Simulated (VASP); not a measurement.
# CoSi2 in VASP: settings compared

Aim: see how the results for CoSi2 move with the level of theory and the settings. Levels: BLYP+D4, PBE. Tasks: single point.

Everything below comes from runs of VASP 6.6.1. Logs are shortened: lines on timing, memory, paths and dates and some standing lists are left out, and cuts for length are marked.

## Step 1: The cell of the first run

The structure is cubic, space group Fm-3m (No. 225). The conventional cell has a = 5.320 Å, b = 5.320 Å, c = 5.320 Å, α = 90.00°, β = 90.00°, γ = 90.00°. Within 3.0 Å of Co (site symmetry m-3m) lie 8 Si at 2.30 Å. Si (site symmetry -43m) has 4 Co at 2.30 Å and 6 Si at 2.66 Å within 3.0 Å.

## Step 2: Single point, BLYP+D4, collinear spin, ferromagnetic start

File INCAR:

```
SYSTEM = CoSi2
PREC     = Accurate       ! precision mode
ENCUT    = 690            ! plane-wave cutoff, eV
EDIFF    = 1E-6           ! SCF threshold, eV
ISMEAR   = -5             ! smearing method
SIGMA    = 0.05           ! smearing width, eV
LREAL    = .False.        ! projectors in reciprocal space
LASPH    = .True.         ! aspherical terms in the spheres
NELM     = 200            ! most SCF steps
ALGO     = Normal         ! electronic algorithm
ISIF     = 2              ! what is computed and relaxed
LWAVE    = .False.        ! write WAVECAR
LCHARG   = .True.         ! write CHGCAR
ISPIN    = 2              ! spin polarisation
MAGMOM   = 4 0 0          ! initial moments
LORBIT   = 11             ! projections on sites
NUPDOWN  = 4.0            ! fixed moment
LMAXMIX  = 4              ! l up to which the mixer works
GGA      = B5             ! functional
ALDAX    = 1.0          
AGGAX    = 1.0          
AGGAC    = 1.0          
ALDAC    = 0.0          
IVDW     = 13             ! dispersion correction
VDW_S6   = 1.0          
VDW_S8   = 2.34076671   
VDW_A1   = 0.44488865   
VDW_A2   = 4.0933009    
LELF     = .True.         ! ELF
LVHAR    = .True.       
NBANDS   = 24             ! bands
GGA_COMPAT= .False.
```

File KPOINTS:

```
regular mesh
0
Gamma
  9 9 9
  0 0 0
```

File POSCAR:

```
CoSi2
1.0
    0.0000000000      2.6600263041      2.6600263041
    2.6600263041      0.0000000000      2.6600263041
    2.6600263041      2.6600263041      0.0000000000
Co Si
1 2
Direct
    0.0000000000      0.0000000000      0.0000000000
    0.7500000000      0.7500000000      0.7500000000
    0.2500000000      0.2500000000      0.2500000000
```

Potentials or basis: VASP PAW PBE potentials, release 64 (Co_sv, Si).

Launch:

```console
cat potpaw_PBE.64/Co_sv/POTCAR potpaw_PBE.64/Si/POTCAR > POTCAR
mpirun -np 1 vasp_std > vasp.out
```

OUTCAR:

```text
SYSTEM = CoSi2
   PREC = Accurate
   ENCUT = 690
   EDIFF = 1E-6
   ISMEAR = -5
   LREAL = .False.
   LASPH = .True.
   NELM = 200
   ISIF = 2
   ISPIN = 2
   LORBIT = 11
   NUPDOWN = 4.0
   GGA = B5
   IVDW = 13

 ion  position               nearest neighbor table
   1  0.000  0.000  0.000-   2 2.30   2 2.30   2 2.30   3 2.30   3 2.30   3 2.30   3 2.30   2 2.30

   2  0.750  0.750  0.750-   1 2.30   1 2.30   1 2.30   1 2.30   3 2.66   3 2.66   3 2.66   3 2.66
                             3 2.66   3 2.66
   3  0.250  0.250  0.250-   1 2.30   1 2.30   1 2.30   1 2.30   2 2.66   2 2.66   2 2.66   2 2.66
                             2 2.66   2 2.66

  LATTYP: Found a face centered cubic cell.
 ALAT       =     5.3200526082

  Lattice vectors:

 A1 = (   0.0000000000,   2.6600263041,   2.6600263041)
 A2 = (   2.6600263041,   0.0000000000,   2.6600263041)
 A3 = (   2.6600263041,   2.6600263041,   0.0000000000)

Analysis of symmetry for initial positions (statically):
=====================================================================
 Subroutine PRICEL returns:
 Original cell was already a primitive cell.

 Routine SETGRP: Setting up the symmetry group for a
 face centered cubic supercell.

 Subroutine GETGRP returns: Found 48 space group operations
 (whereof 48 operations were pure point group operations)
 out of a pool of 48 trial point group operations.

The static configuration has the point symmetry O_h .

Analysis of symmetry for dynamics (positions and initial velocities):
=====================================================================
 Subroutine PRICEL returns:
 Original cell was already a primitive cell.

 Routine SETGRP: Setting up the symmetry group for a
 face centered cubic supercell.

 Subroutine GETGRP returns: Found 48 space group operations
 (whereof 48 operations were pure point group operations)
 out of a pool of 48 trial point group operations.

The dynamic configuration has the point symmetry O_h .

Analysis of structural, dynamic, and magnetic symmetry:
=====================================================================
 Subroutine PRICEL returns:
 Original cell was already a primitive cell.

 Routine SETGRP: Setting up the symmetry group for a
 face centered cubic supercell.

 Subroutine GETGRP returns: Found 48 space group operations
 (whereof 48 operations were pure point group operations)
 out of a pool of 48 trial point group operations.

The overall configuration has the point symmetry O_h .

 Subroutine INISYM returns: Found 48 space group operations
 (whereof 48 operations are pure point group operations),
 and found     1 'primitive' translations

----------------------------------------------------------------------------------------

                                     Primitive cell

  volume of cell :      37.6433

  direct lattice vectors                    reciprocal lattice vectors
     0.000000000  2.660026304  2.660026304    -0.187968066  0.187968066  0.187968066
     2.660026304  0.000000000  2.660026304     0.187968066 -0.187968066  0.187968066
     2.660026304  2.660026304  0.000000000     0.187968066  0.187968066 -0.187968066

  length of vectors
     3.761845276  3.761845276  3.761845276     0.325570241  0.325570241  0.325570241

  position of ions in fractional coordinates (direct lattice)
     0.000000000  0.000000000  0.000000000
     0.750000000  0.750000000  0.750000000
     0.250000000  0.250000000  0.250000000

  ion indices of the primitive-cell ions
   primitive index   ion index
                 1           1
                 2           2
                 3           3

----------------------------------------------------------------------------------------

 KPOINTS: regular mesh

Automatic generation of k-mesh.
 Grid dimensions read from file:
 generate k-points for:    9    9    9

 Generating k-lattice:

  Cartesian coordinates                     Fractional coordinates (reciprocal lattice)
    -0.020885341  0.020885341  0.020885341     0.111111111  0.000000000  0.000000000
     0.020885341 -0.020885341  0.020885341     0.000000000  0.111111111  0.000000000
     0.020885341  0.020885341 -0.020885341     0.000000000  0.000000000  0.111111111

  Length of vectors
     0.036174471  0.036174471  0.036174471

  Shift w.r.t. Gamma in fractional coordinates (k-lattice)
     0.000000000  0.000000000  0.000000000

 TETIRR: Found    115 inequivalent tetrahedra from     4374

 Subroutine IBZKPT returns following result:
 ===========================================

 Found     35 irreducible k-points:

 Following reciprocal coordinates:
            Coordinates               Weight
  0.000000  0.000000  0.000000      1.000000
  0.111111  0.000000  0.000000      8.000000
  0.222222  0.000000  0.000000      8.000000
  0.333333  0.000000  0.000000      8.000000
  0.444444  0.000000  0.000000      8.000000
  0.111111  0.111111  0.000000      6.000000
[... 16 lines left out ...]
 -0.333333  0.333333  0.000000     12.000000
  0.444444  0.444444  0.000000      6.000000
 [... further k-points ...]
   k-points           NKPTS =     35   k-points in BZ     NKDIM =     35   number of bands    NBANDS=     24
   number of dos      NEDOS =    301   number of ions     NIONS =      3
   total plane-waves  NPLWV =  32768
   dimension x,y,z NGX =    32 NGY =   32 NGZ =   32
   dimension x,y,z NGXF=    64 NGYF=   64 NGZF=   64
   ions per type =               1   2
   NGX,Y,Z   is equivalent  to a cutoff of  14.14, 14.14, 14.14 a.u.
   NGXF,Y,Z  is equivalent  to a cutoff of  28.28, 28.28, 28.28 a.u.
 SYSTEM =  CoSi2
   PREC   = accura    normal or accurate (medium, high low for compatibility)
   ISTART =      0    job   : 0-new  1-cont  2-samecut
   ICHARG =      2    charge: 1-file 2-atom 10-const
   ISPIN  =      2    spin polarized calculation?
   LNONCOLLINEAR =      F non collinear calculations
   LSORBIT =      F    spin-orbit coupling
   LASPH  =      T    aspherical Exc in radial PAW
   ENCUT  =  690.0 eV  50.71 Ry    7.12 a.u.   8.06  8.06  8.06*2*pi/ulx,y,z
   NELM   =    200;   NELMIN=  2; NELMDL= -5     # of ELM steps
   EDIFF  = 0.1E-05   stopping-criterion for ELM
   LREAL  =      F    real-space projection
   EDIFFG = 0.1E-04   stopping-criterion for IOM
   NSW    =      0    number of steps for IOM
   IBRION =     -1    ionic relax: 0-MD 1-quasi-New 2-CG
   NFREE  =      0    steps in history (QN), initial steepest desc. (CG)
   ISIF   =      2    stress and relaxation
   ISYM   =      2    0-nonsym 1-usesym 2-fastsym
   POTIM  = 0.5000    time-step for ionic-motion
   TEBEG  =    0.0;   TEEND  =   0.0 temperature during run
   PSTRESS=    0.0 pullay stress
   NELECT =      25.0000    total number of electrons
   NUPDOWN=       4.0000    fix difference up-down
   EMIN   =  10.00;   EMAX   =-10.00  energy-range for DOS
   EFERMI =   0.00;   METHOD = LEGACY
   ISMEAR =    -5;   SIGMA  =   0.05  broadening in eV -4-tet -1-fermi 0-gaus
   EFERMI_NEDOS =   21; number of points for ismear=-14 and -15
   IALGO  =     38    algorithm
   IMIX   =      4    mixing-type and parameters
     AMIX     =   0.40;   BMIX     =  1.00
     AMIX_MAG =   1.60;   BMIX_MAG =  1.00
  volume/ion in A,a.u.               =      12.55        84.68
  Fermi-wavevector in a.u.,A,eV,Ry     =   1.428320  2.699134 27.757226  2.040099
  Thomas-Fermi vector in A             =   2.548395
   LORBIT       =     11    0 simple, 1 ext, 2 COOP (PROOUT), +10 PAW based schemes
   GGA     = B5    functional components
   LHFCALC =     F    Hartree Fock is set to
   AEXX    =    0.0000 exact exchange contribution
   IVDW    =    13    specifies the selected vdW correction
   LEPSILON=     F    determine dielectric tensor
   LRPA    =     F    only Hartree local field effects (RPA)
 spin polarized calculation
 Fermi weights with tetrahedron method with Bloechl corrections
  energy-cutoff  :      690.00
  volume of cell :       37.64
 maximum number of plane-waves:      1565
   NGX = 17   NGY = 17   NGZ = 17

 number of electron      24.9999986 magnetization       3.9999999

 Free energy of the ion-electron system (eV)
  ---------------------------------------------------
  ext. energy  EPLUGINS =         0.00000000
  ---------------------------------------------------
  free energy    TOTEN  =       -10.65667072 eV

  energy without entropy =      -10.65667072  energy(sigma->0) =      -10.65667072

 E-fermi :   9.6810     XC(G=0): -11.3484

 val. band max:       14.6848128733   @ k =   0.2222   0.0000   0.0000
 cond. band min:       9.5843643859   @ k =   0.4444   0.4444   0.0000
 fundamental gap:     -5.1004484874
 Fermi energy:        14.6448784330

 spin component 1

 k-point     1 :       0.0000    0.0000    0.0000
  band No.  band energies     occupation
      1     -85.4708      1.00000
      2     -48.9884      1.00000
      3     -48.9884      1.00000
      4     -48.9884      1.00000
      5      -2.2351      1.00000
      6       5.8816      1.00000
[... 637 lines left out ...]
     23      26.1656      0.00000
     24      26.3343      0.00000

 [... further k-points ...]

 spin component 2

 k-point     1 :       0.0000    0.0000    0.0000
  band No.  band energies     occupation
      1     -83.0320      1.00000
      2     -46.6338      1.00000
      3     -46.6338      1.00000
      4     -46.6338      1.00000
      5      -1.4118      1.00000
      6       7.2459      1.00000
[... 637 lines left out ...]
     23      27.1439      0.00000
     24      27.1638      0.00000

 [... further k-points ...]

------------------------ aborting loop because EDIFF is reached ----------------------------------------

  DFT-D4 for vdW energy calculation

  Edisp (eV):   -2.73065

  FORCE on cell =-STRESS in cart. coord.  units (eV):
  Direction    XX          YY          ZZ          XY          YZ          ZX
  --------------------------------------------------------------------------------------
  -------------------------------------------------------------------------------------
  Total       8.68667     8.68667     8.68667     0.00000     0.00000     0.00000
  in kB     369.72272   369.72272   369.72272     0.00000     0.00000     0.00000
  external pressure =      369.72 kB  Pullay stress =        0.00 kB

 VOLUME and BASIS-vectors are now :
 -----------------------------------------------------------------------------
  energy-cutoff  :      690.00
  volume of cell :       37.64
      direct lattice vectors                 reciprocal lattice vectors
     0.000000000  2.660026304  2.660026304    -0.187968066  0.187968066  0.187968066
     2.660026304  0.000000000  2.660026304     0.187968066 -0.187968066  0.187968066
     2.660026304  2.660026304  0.000000000     0.187968066  0.187968066 -0.187968066

 POSITION                                       TOTAL-FORCE (eV/Angst)
 -----------------------------------------------------------------------------------
      0.00000      0.00000      0.00000        -0.000000      0.000000      0.000000
      3.99004      3.99004      3.99004        -0.000000     -0.000000     -0.000000
      1.33001      1.33001      1.33001         0.000000      0.000000      0.000000
 -----------------------------------------------------------------------------------
    total drift:                                0.000000     -0.000000      0.000000

  FREE ENERGIE OF THE ION-ELECTRON SYSTEM (eV)
  ---------------------------------------------------
  free  energy   TOTEN  =       -13.3873169614 eV

  energy  without entropy=      -13.3873169614  energy(sigma->0) =      -13.38731696

 total charge

# of ion       s       p       d       tot
------------------------------------------
    1        2.287   6.185   6.772  15.244
    2        0.803   0.897   0.000   1.701
    3        0.803   0.897   0.000   1.701
--------------------------------------------------
tot          3.894   7.980   6.772  18.646

 magnetization (x)

# of ion       s       p       d       tot
------------------------------------------
    1        0.034   0.093   1.942   2.069
    2        0.122   0.228   0.000   0.350
    3        0.122   0.228   0.000   0.350
--------------------------------------------------
tot          0.278   0.548   1.942   2.768
```

Run time: 52 s. Hardware: 1 thread of Intel Xeon 6975P-C (Granite Rapids), shared host; peak memory 0.24 GiB.

What came out:

```yaml
Free_energy: -13.3873 eV
Pressure: 37.0 GPa
Net_moment: 4.00 μB per cell
Site_moments: Co +2.07; Si +0.35 μB
Valence_electrons_inside_the_program's_atomic_spheres: Co 15.24; Si 1.70
Dispersion_energy_per_atom: -0.910 eV
```

Caveat: the cell stands under pressure; the PAW data sets were made with another functional, which shifts forces and pressure a little; the total moment is fixed, so each spin has its own Fermi level and the state may be an excited one.

(Part 1 of 2 ends here.)
